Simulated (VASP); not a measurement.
# Li14Ta17O48 (a cell with a defect) in VASP: notebook

Li14Ta17O48 (a cell with a defect) is run at these levels: PBE; tasks: single point.

All numbers are computed with VASP 6.6.1; they aren't measurements. Logs are shortened: lines on timing, memory, paths and dates and some standing lists are left out, and cuts for length are marked.

### Step 1. The cell of the first run

The cell holds a defect, 79 atoms: a = 10.948 Å, b = 10.948 Å, c = 10.948 Å, α = 56.17°, β = 56.17°, γ = 56.17°.

### Step 2. Single point, PBE

Input file INCAR:

```
SYSTEM = Li14Ta17O48
ALGO = Normal
EDIFF = 1E-6
ENCUT = 650
GGA = PE
GGA_COMPAT = .False.
ISIF = 2
ISMEAR = 0
LASPH = .True.
LCHARG = .False.
LREAL = Auto
LWAVE = .False.
NBANDS = 304
NELECT = 514.0
NELM = 120
PREC = Accurate
SIGMA = 0.02
```

Input file KPOINTS:

```
k-points
0
Gamma
  1 1 1
  0 0 0
```

Input file POSCAR:

```
Li14Ta17O48
1.0
    5.1540000000      2.9756632874      9.1886666666
   -5.1540000000      2.9756632874      9.1886666666
    0.0000000000     -5.9513265748      9.1886666666
Ta Li O
17 14 48
Direct
    0.1457370008      0.1423877575      0.1453787243
    0.0056679833     -0.0062648844      0.0036724289
   -0.0058456667     -0.0114432608      0.5194737567
   -0.0108226182      0.5190627136     -0.0047650900
   -0.0022042879      0.5126612534      0.4898333196
    0.5199329742     -0.0065125050     -0.0128621002
    0.4983072152     -0.0059624782      0.5076208003
    0.5029889179      0.5000240363     -0.0030168358
    0.5014954929      0.5027067851      0.5015967136
    0.2547497879      0.2566816854      0.2554788147
    0.2425389057      0.2637073185      0.7353545884
    0.2627920685      0.7317825614      0.2437794657
    0.2532848660      0.7484158322      0.7548345627
    0.7350381950      0.2463042020      0.2604148039
    0.7531172140      0.2540665737      0.7505677540
    0.7515605144      0.7527993580      0.2519077762
    0.7505722271      0.7442678033      0.7488449076
    0.1319211455      0.1406353481      0.6468158491
    0.3901073976      0.3916359192     -0.1127520232
    0.1507817735      0.6378496819      0.6366858921
    0.6477406183      0.1343188100      0.1370767540
    0.6374482096      0.1506020706      0.6362953267
    0.6354720025      0.6394147654      0.1504425508
    0.6397014441      0.6377272493      0.6400874859
    0.3943314770      0.3902513450      0.3962350696
    0.3910543972      0.8879851306      0.3887435746
    0.3902003444      0.8920501698      0.8894856825
    0.8886344986      0.3884398924      0.3927365355
    0.8890203948      0.3817571042      0.8870072721
    0.8884875956      0.8963655545      0.3873953081
    0.8960381369      0.8987086841      0.8972475562
    0.0626760213      0.1772994206      0.3516379224
    0.0596541445      0.1822742454      0.8595069290
    0.0540293346      0.6925951087      0.3685880648
    0.0552311486      0.6894583508      0.8630650896
    0.5548931735      0.1838728009      0.3642777389
    0.5547409710      0.1859532333      0.8630456565
    0.5585354655      0.6845505994      0.3596847761
    0.5565959576      0.6859432606      0.8645103356
    0.3512667449      0.0632696553      0.1770603132
    0.3647922634      0.0577740252      0.6851820246
    0.3700394738      0.5487230206      0.1893096960
    0.3583982511      0.5592756279      0.6839979995
    0.8631055720      0.0585390218      0.1824677185
    0.8622898132      0.0558852731      0.6889446990
    0.8620017323      0.5557927684      0.1867909669
    0.8622016196      0.5577068582      0.6846919721
    0.1770257499      0.3516838795      0.0636938386
    0.1835035885      0.3674748729      0.5532397422
    0.1888408388      0.8673400627      0.0558653149
    0.1854910127      0.8628410321      0.5557887199
    0.6863334414      0.3634063944      0.0566123009
    0.6834046054      0.3598669647      0.5589698142
    0.6888440761      0.8616236648      0.0552737160
    0.6856288733      0.8629653111      0.5576208632
    0.1087043050      0.4316513364      0.3132546031
    0.1110568574      0.4334307418      0.8112710164
    0.1146097554      0.9461390530      0.2940415493
    0.1135082422      0.9326597750      0.8079744408
    0.6138376158      0.4326567854      0.3079345331
    0.6145410256      0.4364368346      0.8071671373
    0.6080358847      0.9354128734      0.3085567197
    0.6110215329      0.9351086497      0.8056040552
    0.4378381440      0.3046239414      0.1132260449
    0.4316268987      0.3085840193      0.6119722062
    0.4313597147      0.8118569984      0.1130785419
    0.4367232319      0.8065660724      0.6123489095
    0.9470019800      0.2922447041      0.1151974863
    0.9336506761      0.3103287902      0.6109303501
    0.9257237557      0.8167553816      0.1101023762
    0.9355865449      0.8055128158      0.6132361250
    0.3046708835      0.1122283146      0.4376153125
    0.2928932967      0.1164243405      0.9448983172
    0.3083155094      0.6141418578      0.4323021917
    0.3171528071      0.6059056205      0.9287284113
    0.8111926926      0.1109189247      0.4315617122
    0.8087346508      0.1146727571      0.9314843428
    0.8056817236      0.6144824609      0.4370011279
    0.8055582547      0.6111151037      0.9374689546
```

Potentials or basis: VASP PAW PBE potentials, release 64 (Ta_pv, Li_sv, O).

Launch:

```
$ cat potpaw_PBE.64/Ta_pv/POTCAR potpaw_PBE.64/Li_sv/POTCAR potpaw_PBE.64/O/POTCAR > POTCAR
$ mpirun -np 1 vasp_gam > vasp.out
```

OUTCAR:

```text
SYSTEM = Li14Ta17O48
   EDIFF = 1E-6
   ENCUT = 650
   GGA = PE
   ISIF = 2
   ISMEAR = 0
   LASPH = .True.
   LREAL = Auto
   NELECT = 514.0
   NELM = 120
   PREC = Accurate

 ion  position               nearest neighbor table
   1  0.146  0.142  0.145-  58 1.92  73 1.93  68 1.94  40 2.07  32 2.09  48 2.10  10 3.06   3 3.20
                             6 3.20   4 3.22  11 3.56  14 3.56  12 3.57
   2  0.006  0.994  0.004-  50 1.89  44 1.92  33 1.95  70 2.03  59 2.08  77 2.14  31 2.86  18 3.04
                            21 3.04
   3  0.994  0.989  0.519-  45 1.85  51 1.88  71 1.97  32 2.04  76 2.11  58 2.24  20 2.99  30 3.04
                            22 3.05   1 3.20
   4  0.989  0.519  0.995-  35 1.85  46 1.89  79 1.98  48 2.03  57 2.11  68 2.25  23 3.02  20 3.06
                             1 3.22
   5  0.998  0.513  0.490-  34 1.88  47 1.96  49 1.97  78 2.01  56 2.02  69 2.14  28 3.04  24 3.05
[... 33 lines left out ...]
  24  0.640  0.638  0.640-  61 1.98  78 1.98  67 2.00  17 3.00   7 3.03   8 3.04   5 3.05
  25  0.394  0.390  0.396-  42 2.00  49 2.02  36 2.02  65 2.20  60 2.25  74 2.27  11 2.90  14 2.91
                            12 2.93   9 2.99
  26  0.391  0.888  0.389-  38 2.00  51 2.01  40 2.12   7 3.05  16 3.06
  27  0.390  0.892  0.889-  50 1.97  41 2.00  39 2.01  63 2.29   6 3.03  12 3.03  17 3.08
  28  0.889  0.388  0.393-  53 2.01  46 2.02  32 2.12   5 3.04  15 3.04  16 3.10
  29  0.889  0.382  0.887-  52 1.98  33 1.98  47 2.01  11 3.01  17 3.08
  30  0.888  0.896  0.387-  34 1.97  44 1.99  55 2.02  76 2.25  14 2.99   3 3.04  17 3.09
  31  0.896  0.899  0.897-  45 2.04  54 2.04  35 2.05  70 2.13  77 2.17  59 2.18   2 2.86  16 3.03
                            15 3.04  13 3.06
  32  0.063  0.177  0.352-   3 2.04   1 2.09  28 2.12  10 2.20
  33  0.060  0.182  0.860-   2 1.95  29 1.98  11 2.06  18 2.23
  34  0.054  0.693  0.369-   5 1.88  30 1.97  12 2.06
  35  0.055  0.689  0.863-   4 1.85  31 2.05  13 2.09
  36  0.555  0.184  0.364-  14 1.95   7 1.97  25 2.02
  37  0.555  0.186  0.863-   6 1.89  19 2.00  15 2.14
  38  0.559  0.685  0.360-   9 1.90  26 2.00  16 2.10  23 2.20
  39  0.557  0.686  0.865-   8 1.92  27 2.01  17 2.03
  40  0.351  0.063  0.177-   6 2.06   1 2.07  26 2.12  10 2.20
  41  0.365  0.058  0.685-   7 1.90  27 2.00  11 2.09
  42  0.370  0.549  0.189-  12 1.92   8 1.95  25 2.00
  43  0.358  0.559  0.684-   9 1.91  19 2.01  13 2.09  20 2.19
  44  0.863  0.059  0.182-   2 1.92  30 1.99  14 2.08  21 2.27
  45  0.862  0.056  0.689-   3 1.85  31 2.04  15 2.11
  46  0.862  0.556  0.187-   4 1.89  28 2.02  16 2.11
  47  0.862  0.558  0.685-   5 1.96  17 2.01  29 2.01
  48  0.177  0.352  0.064-   4 2.03   1 2.10  19 2.13  10 2.19
  49  0.184  0.367  0.553-  11 1.94   5 1.97  25 2.02
  50  0.189  0.867  0.056-   2 1.89  27 1.97  12 2.05
  51  0.185  0.863  0.556-   3 1.88  26 2.01  13 2.14
  52  0.686  0.363  0.057-   8 1.93  29 1.98  14 2.07
  53  0.683  0.360  0.559-   9 1.91  28 2.01  15 2.10  22 2.21
  54  0.689  0.862  0.055-   6 1.85  31 2.04  16 2.10
  55  0.686  0.863  0.558-   7 1.91  30 2.02  17 2.04
  56  0.109  0.432  0.313-  10 1.85   5 2.02
  57  0.111  0.433  0.811-  11 1.90  20 2.06   4 2.11
  58  0.115  0.946  0.294-   1 1.92  12 2.16   3 2.24
  59  0.114  0.933  0.808-  13 1.90  18 1.99   2 2.08  31 2.18
  60  0.614  0.433  0.308-  14 1.90  23 1.99   9 2.11  25 2.25
  61  0.615  0.436  0.807-  15 1.91  24 1.98   8 2.03
  62  0.608  0.935  0.309-  16 1.91  21 2.01   7 2.09
  63  0.611  0.935  0.806-   6 1.96  17 1.98  22 2.09  27 2.29
  64  0.438  0.305  0.113-  10 1.87  21 2.04   8 2.09
  65  0.432  0.309  0.612-  11 1.91  22 1.99   9 2.12  25 2.20
  66  0.431  0.812  0.113-  12 1.92  23 2.05   6 2.10
  67  0.437  0.807  0.612-  13 1.92  24 2.00   7 2.01
  68  0.947  0.292  0.115-   1 1.94  14 2.11   4 2.25
  69  0.934  0.310  0.611-  15 1.89  18 1.99   5 2.14
  70  0.926  0.817  0.110-  16 1.88   2 2.03  31 2.13
  71  0.936  0.806  0.613-  17 1.95   3 1.97  20 2.08
  72  0.305  0.112  0.438-  10 1.87  18 2.06   7 2.10
  73  0.293  0.116  0.945-   1 1.93  11 2.11   6 2.25
  74  0.308  0.614  0.432-  12 1.91  20 1.97   9 2.10  25 2.27
  75  0.317  0.606  0.929-  13 1.87   8 2.04  19 2.25
  76  0.811  0.111  0.432-  14 1.92  22 2.06   3 2.11  30 2.25
  77  0.809  0.115  0.931-  15 1.89  21 1.98   2 2.14  31 2.17
  78  0.806  0.614  0.437-  16 1.92  24 1.98   5 2.01
  79  0.806  0.611  0.937-  17 1.95   4 1.98  23 2.08

  LATTYP: Found a trigonal (rhomboedric) cell.
[... 241 lines left out ...]

 Found      1 irreducible k-points:

 Following reciprocal coordinates:
            Coordinates               Weight
  0.000000  0.000000  0.000000      1.000000
   k-points           NKPTS =      1   k-points in BZ     NKDIM =      1   number of bands    NBANDS=    304
   number of dos      NEDOS =    301   number of ions     NIONS =     79
   total plane-waves  NPLWV = 884736
   dimension x,y,z NGX =    96 NGY =   96 NGZ =   96
   dimension x,y,z NGXF=   192 NGYF=  192 NGZF=  192
   ions per type =              17  14  48
   NGX,Y,Z   is equivalent  to a cutoff of  14.58, 14.58, 14.58 a.u.
   NGXF,Y,Z  is equivalent  to a cutoff of  29.16, 29.16, 29.16 a.u.
 SYSTEM =  Li14Ta17O48
   PREC   = accura    normal or accurate (medium, high low for compatibility)
   ISTART =      0    job   : 0-new  1-cont  2-samecut
   ICHARG =      2    charge: 1-file 2-atom 10-const
   ISPIN  =      1    spin polarized calculation?
   LNONCOLLINEAR =      F non collinear calculations
   LSORBIT =      F    spin-orbit coupling
   LASPH  =      T    aspherical Exc in radial PAW
   ENCUT  =  650.0 eV  47.77 Ry    6.91 a.u.  22.76 22.76 22.76*2*pi/ulx,y,z
   NELM   =    120;   NELMIN=  2; NELMDL= -5     # of ELM steps
   EDIFF  = 0.1E-05   stopping-criterion for ELM
   LREAL  =      T    real-space projection
   EDIFFG = 0.1E-04   stopping-criterion for IOM
   NSW    =      0    number of steps for IOM
[... 5 lines left out ...]
   TEBEG  =    0.0;   TEEND  =   0.0 temperature during run
   PSTRESS=    0.0 pullay stress
   NELECT =     514.0000    total number of electrons
   NUPDOWN=      -1.0000    fix difference up-down
   EMIN   =  10.00;   EMAX   =-10.00  energy-range for DOS
   EFERMI =   0.00;   METHOD = LEGACY
   ISMEAR =     0;   SIGMA  =   0.02  broadening in eV -4-tet -1-fermi 0-gaus
   EFERMI_NEDOS =   21; number of points for ismear=-14 and -15
   IALGO  =     38    algorithm
   IMIX   =      4    mixing-type and parameters
     AMIX     =   0.40;   BMIX     =  1.00
     AMIX_MAG =   1.60;   BMIX_MAG =  1.00
  volume/ion in A,a.u.               =      10.70        72.23
  Fermi-wavevector in a.u.,A,eV,Ry     =   1.386815  2.620700 26.167487  1.923256
  Thomas-Fermi vector in A             =   2.511095
   LORBIT       =      0    0 simple, 1 ext, 2 COOP (PROOUT), +10 PAW based schemes
   GGA     = PE    functional components
   LHFCALC =     F    Hartree Fock is set to
   AEXX    =    0.0000 exact exchange contribution
   IVDW    =     0    specifies the selected vdW correction
   LEPSILON=     F    determine dielectric tensor
   LRPA    =     F    only Hartree local field effects (RPA)
 non-spin polarized calculation
 Gauss-broadening in eV      SIGMA  =   0.02
  energy-cutoff  :      650.00
  volume of cell :      845.54
 maximum number of plane-waves:     15920
 NGX is ok and might be reduce to    90
   NGX = 45   NGY = 45   NGZ = 45

 number of electron     514.0000011 magnetization

 Free energy of the ion-electron system (eV)
  ---------------------------------------------------
  ext. energy  EPLUGINS =         0.00000000
  ---------------------------------------------------
  free energy    TOTEN  =      -692.95188773 eV

  energy without entropy =     -692.95188773  energy(sigma->0) =     -692.95188773

 E-fermi :   1.9422     XC(G=0): -10.8738

 val. band max:        1.8181772437   @ k =   0.0000   0.0000   0.0000
 cond. band min:       5.5366884577   @ k =   0.0000   0.0000   0.0000
 fundamental gap:      3.7185112139
 Fermi energy:         1.9421715429

 k-point     1 :       0.0000    0.0000    0.0000
  band No.  band energies     occupation
      1     -40.6648      2.00000
      2     -40.6590      2.00000
      3     -40.6510      2.00000
      4     -40.6384      2.00000
      5     -40.6335      2.00000
      6     -40.6174      2.00000
[... 261 lines left out ...]
    268       6.2512      0.00000
    269       6.3232      0.00000
 [bands above 269 left out]

------------------------ aborting loop because EDIFF is reached ----------------------------------------

  FORCE on cell =-STRESS in cart. coord.  units (eV):
  Direction    XX          YY          ZZ          XY          YZ          ZX
  --------------------------------------------------------------------------------------
  -------------------------------------------------------------------------------------
  Total        0.8015202      0.0789840      5.8837668      0.2444954     -0.2861363     -0.0335589
  in kB        1.5187737      0.1496642     11.1489529      0.4632861     -0.5421902     -0.0635895
  external PRESSURE =       4.2724636 kB  Pullay stress =       0.0000000 kB

 VOLUME and BASIS-vectors are now :
 -----------------------------------------------------------------------------
  energy-cutoff  :      650.00
  volume of cell :      845.54
      direct lattice vectors                 reciprocal lattice vectors
     5.154000000  2.975663287  9.188666667     0.097012029  0.056009921  0.036276573
    -5.154000000  2.975663287  9.188666667    -0.097012029  0.056009921  0.036276573
     0.000000000 -5.951326575  9.188666667     0.000000000 -0.112019843  0.036276573

 POSITION                                       TOTAL-FORCE (eV/Angst)
 -----------------------------------------------------------------------------------
      0.01726     -0.00783      3.98332        -0.011386      0.003558      0.048146
     -5.09250      2.95203      9.21693        -0.025218      0.021037     -0.076350
      0.02885      2.80832     22.99174        -0.014777      0.094380     -0.096742
      2.42297     -1.43495     23.00360         0.082803     -0.040203     -0.107547
      2.50038      1.57945     18.38000         0.034312     -0.046064     -0.063408
     -2.44070     -1.37135     22.97680        -0.088024     -0.060744     -0.094556
[... 71 lines left out ...]
      0.98544      1.62519     17.06487         0.007125     -0.058512      0.018510
      1.00216     -1.36364     21.63143        -0.010910     -0.043860      0.001670
 -----------------------------------------------------------------------------------
    total drift:                                0.001741      0.012107     -0.003524

  FREE ENERGIE OF THE ION-ELECTRON SYSTEM (eV)
  ---------------------------------------------------
  free  energy   TOTEN  =      -692.9518877347 eV

  energy  without entropy=     -692.9518877347  energy(sigma->0) =     -692.95188773
```

Wall time 42 min (1 thread of Intel Xeon 8259CL, shared host); peak memory 1.6 GiB.

What came out:

- Free energy: -692.9519 eV
- Largest force: 0.163 eV/Å

Forces in eV/Å, atoms in the order of the input:
```
Ta  -0.011  0.004  0.048
Ta  -0.025  0.021 -0.076
Ta  -0.015  0.094 -0.097
Ta   0.083 -0.040 -0.108
Ta   0.034 -0.046 -0.063
Ta  -0.088 -0.061 -0.095
Ta  -0.011  0.040 -0.075
Ta  -0.001 -0.022 -0.064
Ta   0.004 -0.006 -0.105
Ta   0.005  0.002 -0.163
Ta   0.064 -0.070 -0.028
Ta  -0.102 -0.010 -0.007
Ta  -0.015  0.038 -0.123
Ta   0.047  0.075 -0.028
Ta  -0.010  0.001 -0.143
Ta  -0.002 -0.027 -0.123
Ta  -0.013  0.009 -0.018
Li   0.005  0.004  0.001
Li  -0.003 -0.009 -0.001
Li   0.001 -0.004  0.001
Li  -0.007 -0.004  0.004
Li   0.001  0.003  0.000
Li   0.004 -0.001  0.002
Li   0.000  0.002  0.001
Li   0.001 -0.002  0.004
Li  -0.002  0.003  0.002
Li  -0.001  0.006  0.006
Li   0.004  0.000 -0.001
Li  -0.002  0.001  0.009
Li   0.003 -0.002  0.003
Li  -0.001  0.000  0.000
O   -0.035 -0.009  0.031
O   -0.030  0.025  0.004
O   -0.051  0.060  0.046
O   -0.052  0.099  0.068
O   -0.043 -0.001 -0.011
O   -0.052  0.080  0.055
O   -0.040  0.070  0.036
O   -0.044  0.032  0.015
O    0.023 -0.026  0.034
O   -0.032 -0.070  0.037
O    0.043 -0.034 -0.020
O   -0.036 -0.068  0.036
O   -0.018 -0.051  0.021
O   -0.066 -0.099  0.072
O   -0.036 -0.089  0.047
O    0.009 -0.040 -0.002
O    0.016  0.034  0.031
O    0.010  0.044 -0.018
O    0.065  0.013  0.032
O    0.099  0.009  0.056
O    0.049  0.018  0.017
O    0.079  0.003  0.038
O    0.116 -0.007  0.074
O    0.059  0.018  0.022
O   -0.108 -0.001  0.051
O   -0.069  0.005  0.038
O    0.048 -0.080 -0.054
O   -0.079  0.003  0.033
O   -0.082  0.008  0.040
O   -0.069  0.010  0.032
O   -0.073  0.009  0.028
O   -0.018  0.037 -0.008
O    0.063  0.099  0.054
O    0.040  0.062  0.040
O    0.033  0.040  0.028
O    0.045  0.031  0.013
O   -0.078  0.004 -0.039
O    0.046  0.076  0.041
O    0.046  0.084  0.040
O    0.043  0.004 -0.001
O    0.047 -0.093  0.051
O    0.041  0.068 -0.042
O    0.026 -0.064  0.032
O    0.047 -0.077  0.038
O    0.022 -0.050  0.029
O    0.051 -0.081  0.045
O    0.007 -0.059  0.019
O   -0.011 -0.044  0.002
```

Levels at points of the mesh, in eV from the Fermi level:
| k point | band 255 | band 256 | band 257 | band 258 | band 259 | band 260 |
| --- | --- | --- | --- | --- | --- | --- |
| (0.00, 0.00, 0.00) | -0.23 | -0.19 | -0.12 | 3.59 | 3.64 | 3.68 |

Caveat: the k points lie up to 0.74 Å⁻¹ apart; the cell carries a net charge on a neutralising background, which shifts energy and pressure; the cell is charged against a uniform background, so pressure and absolute levels hang on convention; spin-orbit coupling is left out, which moves the levels of the heavy elements.

(Part 1 of 2 ends here.)
